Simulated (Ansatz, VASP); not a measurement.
One calculation of Zr2O, two programs

Contents of INCAR:

```
PREC = Accurate
ENCUT = 520
EDIFF = 1E-7
ISMEAR = 0
SIGMA = 0.15
LREAL = F
LASPH = T
NELM = 80
ALGO = Normal
ISIF = 2
LWAVE = F
LCHARG = F
GGA = PS
NBANDS = 39
```

Contents of KPOINTS:

```
regular mesh
0
Gamma
  10 10 10
```

File POSCAR:

```
Zr2O
1.0
    4.8002881811      0.0000000000      0.0000000000
    0.0000000000      4.8002881811      0.0000000000
    0.0000000000      0.0000000000      4.4402665675
Zr O
4 2
Direct
    0.2500000000      0.2500000000      0.7500000000
    0.7500000000      0.2500000000      0.2500000000
    0.2500000000      0.7500000000      0.2500000000
    0.7500000000      0.7500000000      0.7500000000
    0.0000000000      0.0000000000      0.0000000000
    0.5000000000      0.5000000000      0.5000000000
```

Input for Ansatz:

```yaml
crystal:
  lattice:
    - [4.8002881811, 0.0, 0.0]
    - [0.0, 4.8002881811, 0.0]
    - [0.0, 0.0, 4.4402665675]
  atoms:
    - { symbol: Zr, position: [0.25, 0.25, 0.75] }
    - { symbol: Zr, position: [0.75, 0.25, 0.25] }
    - { symbol: Zr, position: [0.25, 0.75, 0.25] }
    - { symbol: Zr, position: [0.75, 0.75, 0.75] }
    - { symbol: O, position: [0.0, 0.0, 0.0] }
    - { symbol: O, position: [0.5, 0.5, 0.5] }
basis:
  ecutwfc: 420
kpoints:
  mp_grid: { grid: [10, 10, 10] }
hamiltonian:
  xc: pbesol
scf:
  occupations: { method: gaussian, width: 0.15 }
output:
  forces: true
  stress: true
  eigenvalues: true
  write_density: true
  write_potential: true
  elf: true
  volumetric_format: npy
```

Change from the starting cell: strain -0.0750 x Voigt [0, 0, 1, 0, 0, 0], atoms carried along.

Alike in both runs: task single point; functional PBEsol; k mesh 10 × 10 × 10; occupations gaussian, width 0.15 eV; no spin polarisation.

|  | VASP | Ansatz |
| --- | --- | --- |
| version | VASP 6.6.1 | Ansatz 0.2.0 |
| potentials or method | VASP PAW PBE potentials, release 64 (Zr_sv, O), cutoff 520 eV | scalar-relativistic, plane waves, PAW |
| valence electrons in the cell | 60 | 60 |

```csv
,VASP,Ansatz,Ansatz less VASP
gap on the k mesh at the Fermi level (eV),none,none,-
pressure (GPa),12.8,12.4,-0.35
"traceless stress, the component that is largest in VASP (GPa)",1.57,1.61,+0.040
```

VASP's potentials were made for PBE, not for PBEsol. A gap of «none» marks a metal or a gap that the smearing closes.
